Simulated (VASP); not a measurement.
Input of a VASP 6.6.1 run:

File INCAR:

```
SYSTEM = TaN
ALGO = Normal
EDIFF = 1E-6
ENCUT = 520
GGA = PE
ISIF = 2
ISMEAR = 0
ISPIN = 2
LASPH = .True.
LCHARG = .False.
LDAU = .True.
LDAUJ = 0 0
LDAUL = 2 -1
LDAUPRINT = 1
LDAUTYPE = 2
LDAUU = 1 0
LMAXMIX = 4
LORBIT = 11
LREAL = .False.
LWAVE = .False.
MAGMOM = 0 0
NBANDS = 19
NELM = 150
PREC = Accurate
SIGMA = 0.05
```

KPOINTS

```
k-points
0
Gamma
  7 7 7
  0 0 0
```

The input POSCAR:

```
TaN
1.0
    0.0000000000      2.1790013100      2.1790013100
    2.1790013100      0.0000000000      2.1790013100
    2.1790013100      2.1790013100      0.0000000000
Ta N
1 1
Direct
    0.5000000000      0.5000000000      0.5000000000
    0.0000000000      0.0000000000      0.0000000000
```

Potentials or basis: VASP PAW PBE potentials, release 64 (Ta_pv, N).

The run is started by

```sh
$ cat potpaw_PBE.64/Ta_pv/POTCAR potpaw_PBE.64/N/POTCAR > POTCAR
$ mpirun -np 1 vasp_std > vasp.out
```

What does it give for the net moment?

0.00 μB per cell.

What does it give for the band gap on the k mesh?

Zero (filled and empty bands overlap).

Predict the pressure.

18.4 GPa.

Eigenvalues of the final occupation matrices:
```csv
site,spin,trace,eigenvalues
site 1 d,1,1.25,0.22 0.22 0.27 0.27 0.27
site 1 d,2,1.25,0.22 0.22 0.27 0.27 0.27
```

Caveat: spin-orbit coupling is left out, which moves the levels of the heavy elements.
